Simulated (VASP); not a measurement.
Runs of VASP 6.6.1 on Ti. The structure is that of space group Im-3m (No. 229), or close to it. The cells are those of the table. This isn't the form of Ti at room conditions, which is hcp.

| fixed moment (μB) | cell | pressure (GPa) | moment (μB) |
| --- | --- | --- | --- |
| 0.375 | a = 2.664 Å, angles 109.5°, 1 atom | 17.8 | 0.38 |
| 0.25 | a = 2.780 Å, angles 109.5°, 1 atom | -0.1 | 0.25 |
| 0.75 | a = 2.938 Å, angles 109.5°, 1 atom | -13.2 | 0.75 |
| 0.75 | a = 2.723 Å, angles 109.5°, 1 atom | 9.2 | 0.75 |
| 0.375 | a = 2.780 Å, angles 109.5°, 1 atom | 0.2 | 0.38 |
| 1.0 | a = 2.938 Å, angles 109.5°, 1 atom | (b) | 1.00 |
| 0.375 | a = 2.938 Å, angles 109.5°, 1 atom | -13.8 | 0.38 |
| 1.0 | a = 2.780 Å, angles 109.5°, 1 atom | (a) | 1.00 |

Alike in all rows: task single point; level PBEsol; potentials or basis VASP PAW PBE potentials, release 64 (Ti_sv); spin collinear; k mesh 22 × 22 × 22; cutoff (eV) 520; smearing gaussian 0.15 eV.

**Question.** Estimate the missing entries.

**Answer.** (a) 2.4; (b) -12.5.

Caveats: the PAW data sets were made with another functional, which shifts forces and pressure a little; the total moment is fixed, so each spin has its own Fermi level and the state may be an excited one; the cell stands under tension (at least some runs); the cell stands under pressure (at least some runs).
